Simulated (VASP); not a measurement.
NaTiSe3: single point with LDA

NaTiSe3:

```xyz
5
Lattice="4.8881 0.0000 0.0000 0.0000 4.8881 0.0000 0.0000 0.0000 4.8881" Properties=species:S:1:pos:R:3 pbc="T T T"
Na    0.0000    0.0000    0.0000
Ti    2.4441    2.4441    2.4441
Se    2.4441    2.4441    0.0000
Se    0.0000    2.4441    2.4441
Se    2.4441    0.0000    2.4441
```

```json
{"Program": "VASP 6.6.1", "Task": "single point", "Functional": "LDA", "Potentials or basis": "VASP PAW LDA potentials, release 64 (Na_pv, Ti_sv, Se)", "Cutoff": "520 eV", "k mesh": "6 × 6 × 6", "Occupations": "fermi-dirac, width 0.1 eV", "Spin": "no spin polarisation", "Dipole correction": "no", "Further INCAR settings": "ALGO = Normal; EDIFF = 1e-06; NBANDS = 26"}
```

The pressure is 0.1 GPa.

Levels at points of the mesh, in eV from the Fermi level:
| k point | band 15 | band 16 | band 17 | band 18 | band 19 | band 20 | band 21 | band 22 |
| --- | --- | --- | --- | --- | --- | --- | --- | --- |
| (0.00, 0.00, 0.00) | -0.94 | -0.94 | -0.05 | -0.05 | -0.05 | -0.03 | -0.03 | -0.03 |
| (0.50, 0.00, 0.00) | -2.67 | -2.67 | -1.56 | -0.31 | -0.31 | 0.00 | 1.43 | 1.83 |
| (0.50, 0.50, 0.00) | -2.59 | -2.56 | -2.04 | -2.04 | 0.64 | 1.64 | 1.85 | 1.85 |
| (0.50, 0.50, 0.50) | -3.45 | -3.45 | 0.68 | 0.68 | 0.68 | 1.77 | 1.77 | 1.77 |

Run time: 47 s on 1 thread of Intel(R) Xeon(R) Platinum 8259CL CPU @ 2.50GHz (Skylake/Cascade Lake), on a shared host, peak memory 0.2 GiB.
